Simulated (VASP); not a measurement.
A run of VASP 6.6.1:

Contents of INCAR:

```
SYSTEM = SrCl2
PREC = Accurate
ENCUT = 520
EDIFF = 1E-6
ISMEAR = -1
SIGMA = 0.05
LREAL = .FALSE.
LASPH = .TRUE.
NELM = 100
ALGO = Normal
ISIF = 2
LWAVE = .FALSE.
LCHARG = .FALSE.
GGA = PE
NBANDS = 19
```

The input KPOINTS:

```
regular mesh
0
G
  7 7 7
  0 0 0
```

File POSCAR:

```
SrCl2
1.0
    0.0000000000      3.5567663891      3.5567663891
    3.5567663891      0.0000000000      3.5567663891
    3.5567663891      3.5567663891      0.0000000000
Sr Cl
1 2
Direct
    0.0000000000      0.0000000000      0.0000000000
    0.7500000000      0.7500000000      0.7500000000
    0.2500000000      0.2500000000      0.2500000000
```

Potentials or basis: VASP PAW PBE potentials, release 64 (Sr_sv, Cl).

The run is started by

```sh
$ cat potpaw_PBE.64/Sr_sv/POTCAR potpaw_PBE.64/Cl/POTCAR > POTCAR
$ mpirun -np 1 vasp_std > vasp.out
```

Hardware: 1 thread of Intel(R) Xeon(R) 6975P-C (Granite Rapids), with other jobs on the host.

Task: How long does it take, and how much memory?

Result: Run time: 22 s on 1 thread of Intel(R) Xeon(R) 6975P-C (Granite Rapids), on a shared host, peak memory 0.24 GiB. Counts: scf iterations 14, k points 20.
